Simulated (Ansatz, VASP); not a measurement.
# Two plane-wave programs on KF

```
CELL_PARAMETERS angstrom
0.00000 2.72697 2.67350
2.72697 0.00000 2.67350
2.72697 2.72697 0.00000
ATOMIC_POSITIONS crystal
K 0.00000 0.00000 0.00000
F 0.50000 0.50000 0.50000
```

Change from the starting cell: strain +0.0200 x Voigt [1, 1, 0, 0, 0, 0], atoms carried along.

Alike in both runs: task single point; functional r2SCAN; k mesh 8 × 8 × 8; occupations gaussian, width 0.05 eV; no spin polarisation.

|  | VASP | Ansatz |
| --- | --- | --- |
| version | VASP 6.6.1 | Ansatz 0.2.0 |
| potentials or method | VASP PAW PBE potentials, release 64 (K_sv, F), cutoff 520 eV | scalar-relativistic, plane waves, PAW |
| valence electrons in the cell | 16 | 16 |

|  | VASP | Ansatz | Ansatz less VASP |
| --- | --- | --- | --- |
| gap on the k mesh at the Fermi level (eV) | 6.59 | 6.59 | +0.001 |
| least direct gap on the mesh (eV) | 6.59 | 6.59 | +0.001 |
| pressure (GPa) | -1.7 | -1.7 | +0.05 |
| traceless stress, the component that is largest in VASP (GPa) | 0.64 | 0.62 | -0.018 |

VASP's potentials were made for PBE, not for r2SCAN. With one functional, cell and mesh, what is left measures potentials, basis and numerics.
